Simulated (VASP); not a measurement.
The system is TiO2.

```
Ti O
1.0
     4.54535    0.00000    0.00000
     0.00000    5.51962    0.00000
     0.00000    0.00000    4.90920
Ti O
4 8
Direct
  0.50000 0.67299 0.75000
  0.00000 0.82701 0.25000
  0.50000 0.32701 0.25000
  0.00000 0.17299 0.75000
  0.72855 0.61828 0.08135
  0.22855 0.88172 0.91865
  0.77145 0.88172 0.58135
  0.27145 0.61828 0.41865
  0.72855 0.38172 0.58135
  0.22855 0.11828 0.41865
  0.77145 0.11828 0.08135
  0.27145 0.38172 0.91865
```

| Quantity | Value |
| --- | --- |
| Program | VASP 6.6.1 |
| Task | relaxation of cell and atoms |
| Functional | PBE |
| Potentials or basis | VASP PAW PBE potentials, release 64 (Ti_sv, O) |
| Cutoff | 600 eV |
| k mesh | 4 × 4 × 4 |
| Occupations | gaussian, width 0.1 eV |
| Spin | no spin polarisation |

At the start: pressure 4.5 GPa; volume 10.26 Å³/atom.

Question: How do energy, volume and symmetry change on relaxing?

Answer: Over 5 steps the energy falls by 3.3 meV/atom and the volume is 10.48 Å³/atom (+2.2 %); space group Pbcn (No. 60, to 0.1 Å) before and after.

Step by step:
```tsv
step	energy change (eV)	largest force (eV/Å)	pressure (GPa)	volume (Å³)
1	0.0000	0.0894	4.54	123.16
2	0.0087	0.1463	-4.87	128.42
3	-0.0344	0.1079	-0.10	125.60
4	-0.0381	0.0731	-0.04	125.69
5	-0.0400	0.0307	0.07	125.81
```

Final structure:
```
CELL_PARAMETERS angstrom
4.57653 0.00000 0.00000
0.00000 5.57364 0.00000
0.00000 0.00000 4.93235
ATOMIC_POSITIONS crystal
Ti 0.50000 0.67549 0.75000
Ti 0.00000 0.82451 0.25000
Ti 0.50000 0.32451 0.25000
Ti 0.00000 0.17549 0.75000
O 0.72913 0.61978 0.08124
O 0.22913 0.88022 0.91876
O 0.77087 0.88022 0.58124
O 0.27087 0.61978 0.41876
O 0.72913 0.38022 0.58124
O 0.22913 0.11978 0.41876
O 0.77087 0.11978 0.08124
O 0.27087 0.38022 0.91876
```
